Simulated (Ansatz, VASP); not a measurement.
RbAsO3: VASP beside Ansatz

```xyz
5
Lattice="3.9394 0.0000 0.0000 0.0000 3.9394 0.0000 0.0000 0.0000 3.9394" Properties=species:S:1:pos:R:3 pbc="T T T"
Rb    0.0000    0.0000    0.0000
As    1.9697    1.9697    1.9697
O     1.9697    1.9697    0.0000
O     1.9697    0.0000    1.9697
O     0.0000    1.9697    1.9697
```

Alike in both runs: task single point; functional LDA; k mesh 4 × 4 × 4; occupations fermi-dirac, width 0.01 eV; no spin polarisation.

```csv
,VASP,Ansatz
version,VASP 6.6.1,Ansatz 0.2.0
potentials or method,"VASP PAW LDA potentials, release 64 (Rb_sv, As, O)","plane waves, PAW"
plane-wave cutoff (eV),600,420
valence electrons in the cell,32,42
```

|  | VASP | Ansatz | Ansatz less VASP |
| --- | --- | --- | --- |
| gap on the k mesh at the Fermi level (eV) | none | none | - |
| pressure (GPa) | -10.9 | -11.3 | -0.37 |

LDA's correlation is that of Perdew and Zunger in VASP and of Perdew and Wang (1992) in Ansatz. A gap of «none» marks a metal or a gap that the smearing closes. VASP's potentials hold 32 valence electrons a cell and Ansatz's 42, so a difference there can come from the potentials and not from the codes.

The k mesh is coarse, so the values compare programs but aren't converged.
